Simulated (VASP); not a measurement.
A run of VASP 6.6.1:

INCAR

```
  PREC = Accurate
  ENCUT = 520
  EDIFF = 1E-6
  ISMEAR = 0
  SIGMA = 0.15
  LREAL = False
  LASPH = True
  NELM = 80
  ALGO = Normal
  ISIF = 2
  LWAVE = False
  LCHARG = False
  NBANDS = 12
```

The input KPOINTS:

```
regular mesh
0
Gamma
  20 20 20
```

File POSCAR:

```
Ag
1.0
    0.0000000000      2.1197162500      2.0431000000
    2.1197162500      0.0000000000      2.0431000000
    2.1197162500      2.1197162500      0.0000000000
Ag
1
Direct
    0.0000000000      0.0000000000      0.0000000000
```

Potentials or basis: VASP PAW LDA potentials, release 64 (Ag).

Run with:

```console
$ cat potpaw_LDA.64/Ag/POTCAR > POTCAR
$ mpirun -np 1 vasp_std > vasp.out
```

Hardware: 1 thread of Intel(R) Xeon(R) Platinum 8488C (Sapphire Rapids) (shared host).

Question: Estimate the wall time of this run.

Answer: Run time: 70 s on 1 thread of Intel(R) Xeon(R) Platinum 8488C (Sapphire Rapids), with other jobs on the host, peak memory 0.24 GiB. Counts: scf iterations 10, k points 641.
